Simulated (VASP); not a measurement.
A run of VASP 6.6.1 is set up as follows.

Contents of INCAR:

```
ALGO = Normal
EDIFF = 1E-6
ENCUT = 520
GGA = PE
ISIF = 2
ISMEAR = 0
LASPH = True
LCHARG = True
LELF = True
LREAL = False
LVHAR = True
LWAVE = False
NBANDS = 51
NELM = 100
PREC = Accurate
SIGMA = 0.1
```

File KPOINTS:

```
k-points
0
Gamma
  6 6 2
```

The input POSCAR:

```
Sn2Ge
1.0
    4.1430270400      0.0000000000      0.0000000000
   -2.0715135200      3.5879666600      0.0000000000
    0.0000000000      0.0000000000     10.1483022300
Sn Ge
4 2
Direct
    0.3333333300      0.6666666700      0.5416666700
    0.6666666700      0.3333333300      0.2083333300
    0.6666666700      0.3333333300      0.4583333300
    0.3333333300      0.6666666700      0.7916666700
    0.0000000000      0.0000000000      0.8750000000
    0.0000000000      0.0000000000      0.1250000000
```

Potentials or basis: VASP PAW PBE potentials, release 64 (Sn_d, Ge_d).

Run with:

```console
$ cat potpaw_PBE.64/Sn_d/POTCAR potpaw_PBE.64/Ge_d/POTCAR > POTCAR
$ mpirun -np 1 vasp_std > vasp.out
```

(1) What does it give for the largest force?

(2) Predict the pressure.

(3) Predict the band gap on the k mesh.

## Answers

(1) 1.998 eV/Å.

(2) 20.2 GPa.

(3) 0.18 eV, indirect (least direct gap 0.31 eV).

Caveat: spin-orbit coupling is left out, which moves the levels of the heavy elements; forces of over 1 eV/Å act on the atoms, so gaps and moduli don't describe the material at rest.
